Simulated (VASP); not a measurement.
# SiC: electric field gradients with PBE

SiC:

```
Si C
1.0
     3.09500    0.00000    0.00000
    -1.54750    2.68035    0.00000
     0.00000    0.00000   15.17000
Si C
6 6
Cartesian
  0.0000 0.0000 1.8970
  0.0000 0.1000 9.4820
  0.0000 1.7869 4.4270
  1.5475 0.8934 12.0120
  0.0000 1.7869 14.5376
  1.5475 0.8934 6.9526
  0.0000 0.0000 -0.0050
  0.0000 0.0000 7.5800
  0.0000 1.7869 2.5309
  1.5475 0.8934 10.1159
  0.0000 1.7869 12.6412
  1.5475 0.8934 5.0562
```

This cell differs from its parent crystal: atom 2 (Si) moved by 0.10 Å.

```yaml
Program: VASP 6.6.1
Task: electric field gradients
Functional: PBE
Potentials_or_basis: VASP PAW PBE potentials, release 64 (Si, C)
Cutoff: 520 eV
k_mesh: 10 × 10 × 2
Occupations: fermi-dirac, width 0.02 eV
Spin: no spin polarisation
Dipole_correction: no
Further_INCAR_settings: ALGO = Normal; EDIFF = 1e-08; NBANDS = 36
```

The pressure is 0.4 GPa and the largest force is 1.678 eV/Å. The band gap on the k mesh is 1.86 eV (least direct gap 3.09 eV) and the largest electric field gradient by atom is Si -0.8, +28.2, +1.7, +1.9, +2.2 (each value once); C +1.9, +2.4, +0.3, +2.8, -0.2, +0.1 V/Å².

Forces on the atoms (eV/Å):
```
Si   0.000 -0.001  0.006
Si   0.000 -1.672 -0.149
Si   0.000 -0.005  0.007
Si   0.000  0.034  0.001
Si   0.000 -0.004  0.004
Si   0.000  0.026 -0.001
C    0.000  0.000 -0.003
C    0.000  0.214  0.023
C    0.000  0.003 -0.010
C    0.000  1.394  0.133
C    0.000 -0.014 -0.006
C    0.000  0.023 -0.006
```

Stress tensor (GPa, compression positive):
```
 1.01  0.00  0.00
 0.00 -0.56  0.41
 0.00  0.41  0.61
```

Levels at points of the mesh, in eV from the valence-band top:
| k point | band 21 | band 22 | band 23 | band 24 | band 25 | band 26 | band 27 | band 28 |
| --- | --- | --- | --- | --- | --- | --- | --- | --- |
| (0.00, 0.00, 0.00) | -0.35 | -0.19 | -0.19 | 0.00 | 4.88 | 5.05 | 5.48 | 5.98 |
| (0.50, 0.00, 0.00) | -1.92 | -1.91 | -1.79 | -1.20 | 1.89 | 2.06 | 3.04 | 3.72 |
| (0.00, 0.50, 0.00) | -2.03 | -1.92 | -1.74 | -1.28 | 1.86 | 2.06 | 3.02 | 3.72 |
| (0.00, 0.00, 0.50) | -0.34 | -0.24 | -0.24 | -0.05 | 4.93 | 4.97 | 5.70 | 5.71 |
| (0.50, 0.00, 0.50) | -1.87 | -1.84 | -1.44 | -1.37 | 1.92 | 1.93 | 3.26 | 3.27 |
| (0.00, 0.50, 0.50) | -1.86 | -1.79 | -1.52 | -1.44 | 1.90 | 1.93 | 3.21 | 3.27 |

Electric field gradients, principal values (V/Å²):
```csv
atom,least,middle,greatest (by size)
1 Si,0.397,0.426,-0.823
2 Si,-6.324,-21.875,28.199
3 Si,-0.744,-0.931,1.675
4 Si,-0.864,-1.039,1.904
5 Si,-1.095,-1.104,2.199
6 Si,-0.203,-1.952,2.155
7 C,-0.945,-0.965,1.910
8 C,-0.825,-1.599,2.424
9 C,-0.162,-0.169,0.331
10 C,-1.147,-1.701,2.849
11 C,0.001,0.166,-0.167
12 C,-0.060,-0.063,0.123
```

Run time: 3.4 min on 1 thread of AMD EPYC 9R45 96-Core Processor (Zen 5), on a shared host, peak memory 0.33 GiB.

Caveat: the cell differs from its parent crystal (atom 2 (Si) moved by 0.10 Å); without QUAD_EFG the Cq values of the log hold for a quadrupole moment of 1 mb, not for the nuclei; forces of over 1 eV/Å act on the atoms, so gaps and moduli don't describe the material at rest. A k mesh can miss the band edges.
